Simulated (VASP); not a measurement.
# TiC: single point with r2SCAN

The system is TiC.

```
Ti C
1.0
     3.10119    0.00000    0.00000
    -1.55060    2.68571    0.00000
     0.00000    0.00000    9.78267
Ti C
4 4
Direct
  0.66667 0.33333 0.75000
  0.00000 0.00000 0.00000
  0.33333 0.66667 0.25000
  0.00000 0.00000 0.50000
  0.33333 0.66667 0.87546
  0.66667 0.33333 0.12454
  0.66667 0.33333 0.37546
  0.33333 0.66667 0.62454
```

```json
{"Program": "VASP 6.6.1", "Task": "single point", "Functional": "r2SCAN", "Potentials or basis": "VASP PAW PBE potentials, release 64 (Ti_sv, C)", "Cutoff": "520 eV", "k mesh": "12 × 12 × 4", "Occupations": "gaussian, width 0.1 eV", "Spin": "no spin polarisation", "Dipole correction": "no", "Further INCAR settings": "ALGO = Normal; EDIFF = 1e-06; NBANDS = 42"}
```

| Quantity | Value |
| --- | --- |
| Pressure | -0.1 GPa |
| Largest force | 0.081 eV/Å |
| Band gap on the k mesh | zero (bands 32 and 33 overlap by 0.96 eV) |

Forces in eV/Å, atoms in the order of the input:
```
Ti   0.000  0.000  0.000
Ti   0.000  0.000  0.000
Ti   0.000  0.000  0.000
Ti   0.000  0.000  0.000
C    0.000  0.000  0.081
C    0.000  0.000 -0.081
C    0.000  0.000  0.081
C    0.000  0.000 -0.081
```

Stress tensor (GPa, compression positive):
```
-0.81  0.00  0.00
 0.00 -0.81  0.00
 0.00  0.00  1.46
```

Levels at points of the mesh, in eV from the Fermi level:
```csv
k point,band 28,band 29,band 30,band 31,band 32,band 33,band 34,band 35,band 36,band 37
"(0.00, 0.00, 0.00)",-1.92,-1.92,-0.49,-0.49,0.77,0.77,0.78,1.00,1.00,2.22
"(0.50, 0.00, 0.00)",-2.59,-2.54,-2.35,-1.64,-0.90,0.59,1.31,1.90,2.56,2.66
"(0.00, 0.00, 0.50)",-1.24,-1.24,-1.24,-0.55,-0.55,1.47,1.47,1.47,1.47,1.69
"(0.50, 0.00, 0.50)",-3.18,-2.10,-2.10,-1.47,-1.47,0.83,0.83,2.59,2.59,2.73
```

Wall time 5.7 min on 1 thread of Intel(R) Xeon(R) 6975P-C (Granite Rapids), on a shared host, peak memory 0.32 GiB.

Caveat: the PAW data sets were made with another functional, which shifts forces and pressure a little.
